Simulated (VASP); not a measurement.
# Mg3Te (I4/mmm) in VASP: notebook, part 2 of 2

VASP 6.6.1.

## Step 3: Single point, PBE+D3(BJ)

File INCAR:

```
SYSTEM = Mg3Te
PREC = Accurate
ENCUT = 520
EDIFF = 1E-6
ISMEAR = 0
SIGMA = 0.1
LREAL = .FALSE.
LASPH = .TRUE.
NELM = 60
ALGO = Fast
ISIF = 2
LWAVE = .FALSE.
LCHARG = .FALSE.
GGA = PE
IVDW = 12
ISYM = 0
NBANDS = 14
```

File KPOINTS:

```
Automatic mesh
0
G
  1 5 3
  0 0 0
```

File POSCAR:

```
Mg3Te
1.0
   -2.1393600000      2.1393600000      5.2824880000
    2.1393600000     -2.1393600000      5.2824880000
    2.1393600000      2.1393600000     -5.2824880000
Mg Te
3 1
Direct
    0.5000000000      0.5000000000      0.0000000000
    0.7500000000      0.2500000000      0.5000000000
    0.2500000000      0.7500000000      0.5000000000
    0.0000000000      0.0000000000      0.0000000000
```

Potentials or basis: VASP PAW PBE potentials, release 64 (Mg, Te).

Command:

```bash
cat potpaw_PBE.64/Mg/POTCAR potpaw_PBE.64/Te/POTCAR > POTCAR
mpirun -np 1 vasp_std > vasp.out
```

OUTCAR:

```text
SYSTEM = Mg3Te
   PREC = Accurate
   ENCUT = 520
   EDIFF = 1E-6
   ISMEAR = 0
   LREAL = .FALSE.
   LASPH = .TRUE.
   NELM = 60
   ISIF = 2
   GGA = PE
   IVDW = 12
   ISYM = 0
 IVDW          = 12

 ion  position               nearest neighbor table
   1  0.500  0.500  0.000-   4 3.03   4 3.03   4 3.03   4 3.03   3 3.40   2 3.40   3 3.40   2 3.40
                             3 3.40   3 3.40   2 3.40   2 3.40
   2  0.750  0.250  0.500-   3 3.03   3 3.03   3 3.03   3 3.03   4 3.40   1 3.40   4 3.40   4 3.40
[... 312 lines left out ...]
  Direction    XX          YY          ZZ          XY          YZ          ZX
  --------------------------------------------------------------------------------------
  -------------------------------------------------------------------------------------
  Total      -3.15160    -2.93025     0.07431    -1.64779     0.90688    -1.37957
  in kB     -52.21258   -48.54542     1.23118   -27.29896    15.02427   -22.85529
  external pressure =      -33.18 kB  Pullay stress =        0.00 kB

 VOLUME and BASIS-vectors are now :
 -----------------------------------------------------------------------------
  energy-cutoff  :      520.00
  volume of cell :       96.71
      direct lattice vectors                 reciprocal lattice vectors
    -2.139360000  2.139360000  5.282488000     0.000000000  0.233714756  0.094652368
     2.139360000 -2.139360000  5.282488000     0.233714756  0.000000000  0.094652368
     2.139360000  2.139360000 -5.282488000     0.233714756  0.233714756  0.000000000

 POSITION                                       TOTAL-FORCE (eV/Angst)
 -----------------------------------------------------------------------------------
      0.00000      0.00000      5.28249         0.000000     -0.000001     -0.000001
      0.00000      2.13936      2.64124        -0.195881     -0.169741      0.024890
      2.13936      0.00000      2.64124         0.195882      0.169739     -0.024891
      0.00000      0.00000      0.00000        -0.000001      0.000003      0.000002
 -----------------------------------------------------------------------------------
    total drift:                               -0.000002      0.000005      0.000003

  FREE ENERGIE OF THE ION-ELECTRON SYSTEM (eV)
  ---------------------------------------------------
  free  energy   TOTEN  =       -10.0576377082 eV

  energy  without entropy=      -10.0433813151  energy(sigma->0) =      -10.05050951
```

It took 32 s on 1 thread of Intel Xeon Platinum 8375C at 2.90GHz (Ice Lake), shared host; peak memory 0.31 GiB.

Results:

```yaml
Free_energy: -10.0576 eV
Pressure: -3.3 GPa
Largest_force: 0.260 eV/Å
Band_gap_on_the_k_mesh: zero (band 6 reaches 4.79 eV, above the bottom of band 7 at 3.59 eV)
Dispersion_energy_per_atom: -0.338 eV
```

Forces on the atoms (eV/Å):
```
Mg   0.000  0.000  0.000
Mg  -0.196 -0.170  0.025
Mg   0.196  0.170 -0.025
Te   0.000  0.000  0.000
```

Caveat: the k points lie up to 1.58 Å⁻¹ apart; three body term missing; spin-orbit coupling is left out, which moves the levels of the heavy elements; pairwise dispersion overbinds metals, which lowers pressure and volume.

## Step 4: Single point, RPBE

File INCAR:

```
PREC = Accurate ; ENCUT = 520
EDIFF = 1E-6 ; ISMEAR = -1
SIGMA = 0.23 ; LREAL = F
LASPH = T ; NELM = 100
ALGO = Normal ; ISIF = 2
LWAVE = F ; LCHARG = F
GGA = RP ; NBANDS = 14
```

File KPOINTS:

```
Automatic mesh
0
Gamma
  4 4 4
```

POSCAR is that of step 3.

Command:

```bash
cat potpaw_PBE.64/Mg/POTCAR potpaw_PBE.64/Te/POTCAR > POTCAR
mpirun -np 1 vasp_std > vasp.out
```

Wall time 34 s (1 thread of Intel Xeon Platinum 8375C at 2.90GHz (Ice Lake), shared host); peak memory 0.31 GiB.

The run converged. Its results:

| Property | Result |
| --- | --- |
| Free energy | -7.5546 eV |
| Pressure | 1.4 GPa |
| Band gap on the k mesh | zero (band 6 reaches 5.11 eV, above the bottom of band 7 at 3.96 eV) |

Stress tensor (GPa, compression positive):
```
 2.24  0.00  0.00
 0.00  2.24  0.00
 0.00  0.00 -0.27
```

Levels at points of the mesh, in eV from the Fermi level:
| k point | band 2 | band 3 | band 4 | band 5 | band 6 | band 7 | band 8 | band 9 | band 10 | band 11 |
| --- | --- | --- | --- | --- | --- | --- | --- | --- | --- | --- |
| (0.00, 0.00, 0.00) | -4.26 | -4.17 | -2.58 | -2.58 | 0.38 | 1.22 | 1.59 | 1.59 | 1.82 | 3.67 |
| (0.50, 0.00, 0.00) | -6.06 | -4.23 | -3.03 | -2.14 | 0.25 | 1.02 | 2.33 | 2.62 | 3.09 | 4.08 |
| (0.50, 0.50, 0.00) | -5.12 | -4.75 | -3.57 | -2.52 | -1.48 | -0.13 | 1.02 | 1.16 | 1.66 | 5.99 |
| (0.50, 0.50, 0.50) | -6.40 | -2.79 | -2.79 | -1.40 | 0.48 | 1.20 | 3.27 | 3.27 | 3.38 | 4.99 |

Caveat: the k points lie up to 0.52 Å⁻¹ apart; the PAW data sets were made with another functional, which shifts forces and pressure a little; spin-orbit coupling is left out, which moves the levels of the heavy elements.

## Step 5: Overview

| level | spin | k mesh | smearing | gap on the mesh (eV) | pressure (GPa) |
| --- | --- | --- | --- | --- | --- |
| RPBE | collinear, zero start | 2 × 2 × 2 | methfessel-paxton 0.041 eV | none | 3.2 |
| PBE+D3(BJ) | off | 1 × 5 × 3 | gaussian 0.1 eV | none | -3.3 |
| RPBE | off | 4 × 4 × 4 | fermi-dirac 0.23 eV | none | 1.4 |

Alike in all rows: task single point; potentials or basis VASP PAW PBE potentials, release 64 (Mg, Te); cell as given; cutoff (eV) 520.

Caveats: all runs use coarse meshes; spin-orbit coupling is left out, which moves the levels of the heavy elements; the PAW data sets were made with another functional, which shifts forces and pressure a little (some runs); three body term missing (some runs); pairwise dispersion overbinds metals, which lowers pressure and volume (some runs).

Absolute energies hang on the potentials; compare differences alone.
